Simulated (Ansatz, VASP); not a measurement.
**One calculation of C, two programs**

Contents of INCAR:

```
SYSTEM = C
PREC = Accurate
ENCUT = 520
EDIFF = 1E-6
ISMEAR = 0
SIGMA = 0.05
LREAL = .FALSE.
LASPH = .TRUE.
NELM = 100
ALGO = Normal
ISIF = 2
LWAVE = .FALSE.
LCHARG = .FALSE.
GGA = PE
IVDW = 12
NBANDS = 11
```

KPOINTS

```
regular mesh
0
G
  15 15 15
  0 0 0
```

Contents of POSCAR:

```
C
1.0
    1.2222513345      0.7056671370      3.3330408480
   -1.2222513345      0.7056671370      3.3330408480
    0.0000000000     -1.4113342740      3.3330408480
C
2
Direct
    0.1684800132      0.1684800132      0.1684800132
    0.8315199868      0.8315199868      0.8315199868
```

Input for Ansatz:

```yaml
crystal:
  lattice:
    - [1.2222513345, 0.705667137, 3.333040848]
    - [-1.2222513345, 0.705667137, 3.333040848]
    - [0.0, -1.411334274, 3.333040848]
  atoms:
    - { symbol: C, position: [0.1684800132, 0.1684800132, 0.1684800132] }
    - { symbol: C, position: [0.8315199868, 0.8315199868, 0.8315199868] }
basis:
  ecutwfc: 520.0
kpoints:
  mp_grid: { grid: [15, 15, 15] }
hamiltonian:
  xc: pbe
  pseudopotentials: { kind: paw, azcp: { folder: soft_1 } }
  dispersion: d3bj
scf:
  occupations: { method: gaussian, width: 0.05 }
output:
  forces: true
  stress: true
  eigenvalues: true
```

Change from the starting cell: mode 4 frozen in at +0.019 Å, equal normal strain along x, y and z -0.0083.

Alike in both runs: task single point; functional PBE; dispersion D3(BJ); k mesh 15 × 15 × 15; occupations gaussian, width 0.05 eV; no spin polarisation.

```csv
,VASP,Ansatz
version,VASP 6.6.1,Ansatz 0.2.0
potentials or method,"VASP PAW PBE potentials, release 64 (C), cutoff 520 eV","scalar-relativistic, plane waves, PAW"
valence electrons in the cell,8,8
```

Ansatz gave:

| Property | Result |
| --- | --- |
| gap on the k mesh at the Fermi level (eV) | 0.61 |
| least direct gap on the mesh (eV) | 0.61 |
| pressure (GPa) | 7.7 |
| traceless stress, the component that is largest in VASP (GPa) | -7.56 |
| rms of the force components (eV/Å) | 0.359 |

Task: Estimate VASP's values.

Result: gap on the k mesh at the Fermi level (eV): 0.61; least direct gap on the mesh (eV): 0.61; pressure (GPa): 8.1; traceless stress, the component that is largest in VASP (GPa): -8.12; rms of the force components (eV/Å): 0.357.

Atom by atom the forces differ by 0.001 eV/Å (rms over components).
